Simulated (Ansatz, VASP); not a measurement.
ZrSe2: VASP beside Ansatz

```xyz
3
Lattice="3.7881 0.0000 0.0000 -1.8941 3.2806 0.0000 0.0000 0.0000 6.1801" Properties=species:S:1:pos:R:3 pbc="T T T"
Zr    0.0000    0.0000    0.0000
Se    0.0000    2.1871    1.5686
Se    1.8941    1.0935    4.6115
```

Alike in both runs: task single point; functional HSE06; k mesh 6 × 6 × 2; no spin polarisation.

|  | VASP | Ansatz |
| --- | --- | --- |
| version | VASP 6.6.1 | Ansatz 0.2.0 |
| potentials or method | VASP PAW PBE potentials, release 64 (Zr_sv, Se) | plane waves |
| plane-wave cutoff (eV) | 400 | 420 |
| occupations | gaussian, width 0.01 eV | fixed |
| valence electrons in the cell | 24 | 44 |

Ansatz gave:

```
gap on the k mesh at the Fermi level (eV)                     : 0.96
pressure (GPa)                                                : 0.4
traceless stress, the component that is largest in VASP (GPa) : 0.33
rms of the force components (eV/Å)                            : 0.067
```

**Question.** Which values does VASP return?

**Answer.** gap on the k mesh at the Fermi level (eV): 0.97; pressure (GPa): 0.2; traceless stress, the component that is largest in VASP (GPa): 0.30; rms of the force components (eV/Å): 0.075.

Atom by atom the forces differ by 0.008 eV/Å (rms over components). VASP's potentials hold 24 valence electrons a cell and Ansatz's 44, so a difference there can come from the potentials and not from the codes. Ansatz's warnings: stress exchange threshold loose, stress scf threshold loose.

The k mesh is coarse, so the values compare programs but aren't converged.
